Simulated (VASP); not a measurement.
Here is a VASP 6.6.1 calculation.

Contents of INCAR:

```
SYSTEM = LiMg12
ALGO = Normal
EDIFF = 1E-7
ENCUT = 520
GGA = PS
ISIF = 2
ISMEAR = -1
LASPH = .TRUE.
LCHARG = .FALSE.
LREAL = .FALSE.
LWAVE = .FALSE.
NBANDS = 26
NELM = 60
PREC = Accurate
SIGMA = 0.1
```

Contents of KPOINTS:

```
k-points
0
G
  3 2 3
  0 0 0
```

POSCAR

```
LiMg12
1.0
    6.4200000000      0.0000000000      0.0000000000
   -4.8150000000      8.3398250000      0.0000000000
    0.0000000000      0.0000000000      5.2130400000
Mg Li
12 1
Direct
    0.0791565491      0.0474206645     -0.0003574374
    0.1725391501      0.2525695840      0.5023479697
   -0.0445550396      0.3119834370     -0.0020032801
    0.1758820563      0.5801912390      0.4056934267
   -0.0080415735      0.6771918269     -0.0401403162
    0.1545545316      0.8994442698      0.5028539631
    0.4983824982     -0.0129479217      0.0636203550
    0.6443239281      0.2277779924      0.5147016670
    0.5177748179      0.3538317763      0.0115445529
    0.6790013780      0.5560464955      0.4870341236
    0.3989391441      0.6060036922     -0.1189403806
    0.6842576486      0.9245377837      0.6048976889
    0.7122670110      0.7920494604      0.1856035672
```

Potentials or basis: VASP PAW PBE potentials, release 64 (Mg, Li_sv).

Launch:

```console
$ cat potpaw_PBE.64/Mg/POTCAR potpaw_PBE.64/Li_sv/POTCAR > POTCAR
$ mpirun -np 1 vasp_std > vasp.out
```

What does it give for the band gap on the k mesh?

Zero (an odd number of electrons rules out a gap without spin polarisation).

What does it give for the largest force?

0.023 eV/Å.

Forces on the atoms (eV/Å):
```
Mg   0.002  0.004  0.010
Mg   0.001  0.002  0.000
Mg   0.007  0.004 -0.003
Mg  -0.004  0.002 -0.009
Mg   0.000  0.001  0.003
Mg   0.009  0.003  0.008
Mg   0.004 -0.006 -0.004
Mg   0.002 -0.003 -0.003
Mg  -0.002 -0.009  0.000
Mg   0.007 -0.002 -0.005
Mg  -0.020 -0.011 -0.004
Mg  -0.011  0.016  0.001
Li   0.005 -0.001  0.005
```

Caveat: the k points lie up to 0.40 Å⁻¹ apart, too coarse for converged energies and pressures of a metal; the PAW data sets were made with another functional, which shifts forces and pressure a little.
